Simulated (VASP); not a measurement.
# LiCl in VASP: further runs

The runs below take LiCl through single point, with r2SCAN, PBE.

All numbers are computed with VASP 6.6.1; they aren't measurements. Logs are shortened: lines on timing, memory, paths and dates and some standing lists are left out, and cuts for length are marked.

### 1 The cell of the first run

Symmetry: Fm-3m, No. 225, cubic system. The conventional cell has a = 5.112 Å, b = 5.112 Å, c = 5.112 Å, α = 90.00°, β = 90.00°, γ = 90.00°. Within 3.4 Å of Li (site symmetry m-3m) lie 6 Cl at 2.56 Å. Within 3.4 Å of Cl (site symmetry m-3m) lie 6 Li at 2.56 Å.

### 2 Single point, r2SCAN

Contents of POSCAR:

```
LiCl
1.0
    0.0000000000      2.5560252063      2.5560252063
    2.5560252063      0.0000000000      2.5560252063
    2.5560252063      2.5560252063      0.0000000000
Li Cl
1 1
Direct
    0.0000000000      0.0000000000      0.0000000000
    0.5000000000      0.5000000000      0.5000000000
```

Contents of INCAR.step1:

```
PREC     = Accurate       # precision mode
ENCUT    = 520            # plane-wave cutoff, eV
ISMEAR   = 0              # smearing method
SIGMA    = 0.01           # smearing width, eV
LREAL    = F              # projectors in reciprocal space
LASPH    = T              # aspherical terms in the spheres
NELM     = 80             # most SCF steps
NBANDS   = 12             # bands
GGA      = PE             # functional
ALGO     = Normal         # electronic algorithm
EDIFF    = 1E-4           # SCF threshold, eV
LWAVE    = T              # write WAVECAR
LCHARG   = F              # write CHGCAR
```

Contents of INCAR.step2:

```
PREC     = Accurate       # precision mode
ENCUT    = 520            # plane-wave cutoff, eV
EDIFF    = 1E-7           # SCF threshold, eV
ISMEAR   = 0              # smearing method
SIGMA    = 0.01           # smearing width, eV
LREAL    = F              # projectors in reciprocal space
LASPH    = T              # aspherical terms in the spheres
NELM     = 80             # most SCF steps
ALGO     = Normal         # electronic algorithm
ISIF     = 2              # what is computed and relaxed
LWAVE    = F              # write WAVECAR
LCHARG   = F              # write CHGCAR
METAGGA  = R2SCAN         # meta-GGA
LMIXTAU  = T            
NBANDS   = 12             # bands
ISTART   = 1
```

Contents of KPOINTS:

```
regular mesh
0
Gamma
  8 8 8
```

Potentials or basis: VASP PAW PBE potentials, release 64 (Li_sv, Cl).

Command:

```bash
$ cat potpaw_PBE.64/Li_sv/POTCAR potpaw_PBE.64/Cl/POTCAR > POTCAR
$ cp INCAR.step1 INCAR
$ mpirun -np 1 vasp_std > vasp.out
$ cp INCAR.step2 INCAR
$ mpirun -np 1 vasp_std > vasp.out
```

OUTCAR:

```text
PREC = Accurate
   ENCUT = 520
   EDIFF = 1E-7
   ISMEAR = 0
   LREAL = F
   LASPH = T
   NELM = 80
   ISIF = 2
   METAGGA = R2SCAN
   ISTART = 1

 ion  position               nearest neighbor table
   1  0.000  0.000  0.000-   2 2.56   2 2.56   2 2.56   2 2.56   2 2.56   2 2.56
   2  0.500  0.500  0.500-   1 2.56   1 2.56   1 2.56   1 2.56   1 2.56   1 2.56

  LATTYP: Found a face centered cubic cell.
 ALAT       =     5.1120504126

  Lattice vectors:

 A1 = (   0.0000000000,   2.5560252063,   2.5560252063)
 A2 = (   2.5560252063,   0.0000000000,   2.5560252063)
 A3 = (   2.5560252063,   2.5560252063,   0.0000000000)

Analysis of symmetry for initial positions (statically):
=====================================================================
 Subroutine PRICEL returns:
 Original cell was already a primitive cell.

 Routine SETGRP: Setting up the symmetry group for a
 face centered cubic supercell.

 Subroutine GETGRP returns: Found 48 space group operations
 (whereof 48 operations were pure point group operations)
 out of a pool of 48 trial point group operations.

The static configuration has the point symmetry O_h .

Analysis of symmetry for dynamics (positions and initial velocities):
=====================================================================
 Subroutine PRICEL returns:
 Original cell was already a primitive cell.

 Routine SETGRP: Setting up the symmetry group for a
 face centered cubic supercell.

 Subroutine GETGRP returns: Found 48 space group operations
 (whereof 48 operations were pure point group operations)
 out of a pool of 48 trial point group operations.

The dynamic configuration has the point symmetry O_h .

 Subroutine INISYM returns: Found 48 space group operations
 (whereof 48 operations are pure point group operations),
 and found     1 'primitive' translations

----------------------------------------------------------------------------------------

                                     Primitive cell

  volume of cell :      33.3984

  direct lattice vectors                    reciprocal lattice vectors
     0.000000000  2.556025206  2.556025206    -0.195616224  0.195616224  0.195616224
     2.556025206  0.000000000  2.556025206     0.195616224 -0.195616224  0.195616224
     2.556025206  2.556025206  0.000000000     0.195616224  0.195616224 -0.195616224

  length of vectors
     3.614765513  3.614765513  3.614765513     0.338817239  0.338817239  0.338817239

  position of ions in fractional coordinates (direct lattice)
     0.000000000  0.000000000  0.000000000
     0.500000000  0.500000000  0.500000000

  ion indices of the primitive-cell ions
   primitive index   ion index
                 1           1
                 2           2

----------------------------------------------------------------------------------------

 KPOINTS: regular mesh

Automatic generation of k-mesh.
 Grid dimensions read from file:
 generate k-points for:    8    8    8

 Generating k-lattice:

  Cartesian coordinates                     Fractional coordinates (reciprocal lattice)
    -0.024452028  0.024452028  0.024452028     0.125000000  0.000000000  0.000000000
     0.024452028 -0.024452028  0.024452028     0.000000000  0.125000000  0.000000000
     0.024452028  0.024452028 -0.024452028     0.000000000  0.000000000  0.125000000

  Length of vectors
     0.042352155  0.042352155  0.042352155

  Shift w.r.t. Gamma in fractional coordinates (k-lattice)
     0.000000000  0.000000000  0.000000000

 Subroutine IBZKPT returns following result:
 ===========================================

 Found     29 irreducible k-points:

 Following reciprocal coordinates:
            Coordinates               Weight
  0.000000  0.000000  0.000000      1.000000
  0.125000  0.000000  0.000000      8.000000
  0.250000  0.000000  0.000000      8.000000
  0.375000  0.000000  0.000000      8.000000
  0.500000  0.000000  0.000000      4.000000
  0.125000  0.125000  0.000000      6.000000
[... 16 lines left out ...]
  0.500000  0.250000  0.125000     48.000000
 -0.375000  0.250000  0.125000     24.000000
 [... further k-points ...]
   k-points           NKPTS =     29   k-points in BZ     NKDIM =     29   number of bands    NBANDS=     12
   number of dos      NEDOS =    301   number of ions     NIONS =      2
   total plane-waves  NPLWV =  21952
   dimension x,y,z NGX =    28 NGY =   28 NGZ =   28
   dimension x,y,z NGXF=    56 NGYF=   56 NGZF=   56
   ions per type =               1   1
   NGX,Y,Z   is equivalent  to a cutoff of  12.88, 12.88, 12.88 a.u.
   NGXF,Y,Z  is equivalent  to a cutoff of  25.75, 25.75, 25.75 a.u.
 SYSTEM =  unknown system
   PREC   = accura    normal or accurate (medium, high low for compatibility)
   ISTART =      1    job   : 0-new  1-cont  2-samecut
   ICHARG =      0    charge: 1-file 2-atom 10-const
   ISPIN  =      1    spin polarized calculation?
   LNONCOLLINEAR =      F non collinear calculations
   LSORBIT =      F    spin-orbit coupling
   LASPH  =      T    aspherical Exc in radial PAW
   ENCUT  =  520.0 eV  38.22 Ry    6.18 a.u.   6.72  6.72  6.72*2*pi/ulx,y,z
   NELM   =     80;   NELMIN=  2; NELMDL=  0     # of ELM steps
   EDIFF  = 0.1E-06   stopping-criterion for ELM
   LREAL  =      F    real-space projection
   EDIFFG = 0.1E-05   stopping-criterion for IOM
   NSW    =      0    number of steps for IOM
   IBRION =     -1    ionic relax: 0-MD 1-quasi-New 2-CG
   NFREE  =      0    steps in history (QN), initial steepest desc. (CG)
   ISIF   =      2    stress and relaxation
   ISYM   =      2    0-nonsym 1-usesym 2-fastsym
   POTIM  = 0.5000    time-step for ionic-motion
   TEBEG  =    0.0;   TEEND  =   0.0 temperature during run
   PSTRESS=    0.0 pullay stress
   NELECT =      10.0000    total number of electrons
   NUPDOWN=      -1.0000    fix difference up-down
   EMIN   =  10.00;   EMAX   =-10.00  energy-range for DOS
   EFERMI =   0.00;   METHOD = LEGACY
   ISMEAR =     0;   SIGMA  =   0.01  broadening in eV -4-tet -1-fermi 0-gaus
   EFERMI_NEDOS =   21; number of points for ismear=-14 and -15
   IALGO  =     38    algorithm
   IMIX   =      4    mixing-type and parameters
     AMIX     =   0.40;   BMIX     =  1.00
     AMIX_MAG =   1.60;   BMIX_MAG =  1.00
  volume/ion in A,a.u.               =      16.70       112.69
  Fermi-wavevector in a.u.,A,eV,Ry     =   1.095216  2.069658 16.320156  1.199498
  Thomas-Fermi vector in A             =   2.231535
   LORBIT       =      0    0 simple, 1 ext, 2 COOP (PROOUT), +10 PAW based schemes
   METAGGA = R2SCAN    functional components
   LHFCALC =     F    Hartree Fock is set to
   AEXX    =    0.0000 exact exchange contribution
   IVDW    =     0    specifies the selected vdW correction
   LEPSILON=     F    determine dielectric tensor
   LRPA    =     F    only Hartree local field effects (RPA)
 non-spin polarized calculation
 Gauss-broadening in eV      SIGMA  =   0.01
  energy-cutoff  :      520.00
  volume of cell :       33.40
 maximum number of plane-waves:       934
   NGX = 13   NGY = 13   NGZ = 13

 number of electron      10.0000003 magnetization

 Free energy of the ion-electron system (eV)
  ---------------------------------------------------
  ext. energy  EPLUGINS =         0.00000000
  ---------------------------------------------------
  free energy    TOTEN  =       -12.58810387 eV

  energy without entropy =      -12.58810387  energy(sigma->0) =      -12.58810387

 E-fermi :   0.3805     XC(G=0):  -9.2110

 val. band max:        0.2664022742   @ k =   0.0000   0.0000   0.0000
 cond. band min:       7.6268097765   @ k =   0.0000   0.0000   0.0000
 fundamental gap:      7.3604075023
 Fermi energy:         0.3804924870

 k-point     1 :       0.0000    0.0000    0.0000
  band No.  band energies     occupation
      1     -44.5315      2.00000
      2     -13.7544      2.00000
      3       0.2664      2.00000
      4       0.2664      2.00000
      5       0.2664      2.00000
      6       7.6268      0.00000
      7      12.9371      0.00000
      8      12.9371      0.00000
      9      12.9371      0.00000
     10      15.6738      0.00000
     11      15.6738      0.00000
     12      16.1905      0.00000

 k-point     2 :       0.1250    0.0000    0.0000
  band No.  band energies     occupation
      1     -44.5312      2.00000
      2     -13.6752      2.00000
      3      -0.2605      2.00000
      4       0.2218      2.00000
      5       0.2218      2.00000
      6       8.0756      0.00000
      7      12.2055      0.00000
      8      12.9168      0.00000
      9      12.9170      0.00000
     10      14.2707      0.00000
     11      14.2709      0.00000
     12      16.6155      0.00000

 k-point     3 :       0.2500    0.0000    0.0000
  band No.  band energies     occupation
      1     -44.5302      2.00000
      2     -13.4735      2.00000
      3      -1.3373      2.00000
      4       0.1201      2.00000
      5       0.1201      2.00000
      6       8.4056      0.00000
      7      11.8179      0.00000
      8      11.8183      0.00000
      9      12.1973      0.00000
     10      15.0669      0.00000
     11      15.0669      0.00000
     12      17.1807      0.00000
[... 286 lines left out ...]
 k-point    23 :       0.5000    0.2500    0.1250
  band No.  band energies     occupation
      1     -44.5287      2.00000
      2     -13.1192      2.00000
      3      -2.1008      2.00000
      4      -0.9793      2.00000
      5      -0.2475      2.00000
      6       9.5186      0.00000
      7      10.5052      0.00000
      8      11.4964      0.00000
      9      12.6806      0.00000
     10      15.7475      0.00000
     11      18.8713      0.00000
     12      19.3719      0.00000

 k-point    24 :      -0.3750    0.2500    0.1250
  band No.  band energies     occupation
      1     -44.5283      2.00000
      2     -13.0367      2.00000
      3      -2.3435      2.00000
      4      -1.0766      2.00000
      5      -0.3389      2.00000
      6       9.3094      0.00000
      7      10.4483      0.00000
      8      11.7226      0.00000
      9      13.0889      0.00000
     10      16.8158      0.00000
     11      17.6712      0.00000
     12      19.5277      0.00000

 [... further k-points ...]
[... 5 lines left out ...]
  --------------------------------------------------------------------------------------
  -------------------------------------------------------------------------------------
  Total       -0.0985915     -0.0985915     -0.0985915      0.0000000      0.0000000      0.0000000
  in kB       -4.7296049     -4.7296049     -4.7296049      0.0000000      0.0000000      0.0000000
  external PRESSURE =      -4.7296049 kB  Pullay stress =       0.0000000 kB

 VOLUME and BASIS-vectors are now :
 -----------------------------------------------------------------------------
  energy-cutoff  :      520.00
  volume of cell :       33.40
      direct lattice vectors                 reciprocal lattice vectors
     0.000000000  2.556025206  2.556025206    -0.195616224  0.195616224  0.195616224
     2.556025206  0.000000000  2.556025206     0.195616224 -0.195616224  0.195616224
     2.556025206  2.556025206  0.000000000     0.195616224  0.195616224 -0.195616224

 POSITION                                       TOTAL-FORCE (eV/Angst)
 -----------------------------------------------------------------------------------
      0.00000      0.00000      0.00000        -0.000000      0.000000      0.000000
      2.55603      2.55603      2.55603         0.000000     -0.000000     -0.000000
 -----------------------------------------------------------------------------------
    total drift:                                0.000000      0.000000      0.000000

  FREE ENERGIE OF THE ION-ELECTRON SYSTEM (eV)
  ---------------------------------------------------
  free  energy   TOTEN  =       -12.5881038736 eV

  energy  without entropy=      -12.5881038736  energy(sigma->0) =      -12.58810387
```

Wall time 71 s (1 thread of AMD EPYC 7R43 (Zen 3), shared host); peak memory 0.12 GiB.

Results:

```
Free energy            : -12.5881 eV
Band gap on the k mesh : 7.36 eV, direct
```

Caveat: the cutoff is under 1.25 times the usual one of these potentials, so pressure, stress and relaxed cells hold a basis-set (Pulay) error; the PAW data sets were made with another functional, which shifts forces and pressure a little. A k mesh can miss the band edges.

### 3 Single point, PBE (biaxial xy strain +1.4%)

Contents of INCAR:

```
PREC = Accurate
ENCUT = 520
EDIFF = 1E-6
ISMEAR = -1
SIGMA = 0.02
LREAL = F
LASPH = T
NELM = 100
ALGO = Normal
ISIF = 2
LWAVE = F
LCHARG = F
GGA = PE
NBANDS = 12
```

KPOINTS is that of step 2.

Contents of POSCAR:

```
LiCl
1.0
    0.0000000000      2.5910427516      2.5560252063
    2.5910427516      0.0000000000      2.5560252063
    2.5910427516      2.5910427516      0.0000000000
Li Cl
1 1
Direct
    0.0000000000      0.0000000000      0.0000000000
    0.5000000000      0.5000000000      0.5000000000
```

Potentials or basis: VASP PAW PBE potentials, release 64 (Li_sv, Cl).

Command:

```bash
$ cat potpaw_PBE.64/Li_sv/POTCAR potpaw_PBE.64/Cl/POTCAR > POTCAR
$ mpirun -np 1 vasp_std > vasp.out
```

Wall time 23 s (1 thread of AMD EPYC 7R43 (Zen 3), shared host); peak memory 0.12 GiB.

Results (log left out):

* Free energy: -7.3857 eV
* Band gap on the k mesh: 6.23 eV, direct

Levels at points of the mesh, in eV from the valence-band top:
```tsv
k point	band 1	band 2	band 3	band 4	band 5	band 6	band 7	band 8	band 9	band 10
(0.00, 0.00, 0.00)	-43.57	-13.35	-0.04	0.00	0.00	6.23	11.87	11.87	11.99	14.32
(0.50, 0.00, 0.00)	-43.56	-12.80	-2.76	-0.28	-0.24	6.73	9.43	9.53	12.79	16.78
(0.50, 0.50, 0.00)	-43.56	-12.56	-2.83	-1.11	-1.11	7.82	8.26	12.41	13.91	13.91
(0.50, 0.00, 0.50)	-43.56	-12.58	-2.83	-1.11	-1.02	7.85	8.33	12.22	13.87	14.15
```

Caveat: the cell differs from its parent crystal (biaxial xy strain +1.4%); the cutoff is under 1.25 times the usual one of these potentials, so pressure, stress and relaxed cells hold a basis-set (Pulay) error. A k mesh can miss the band edges.

(Continued in part 2 of 2.)
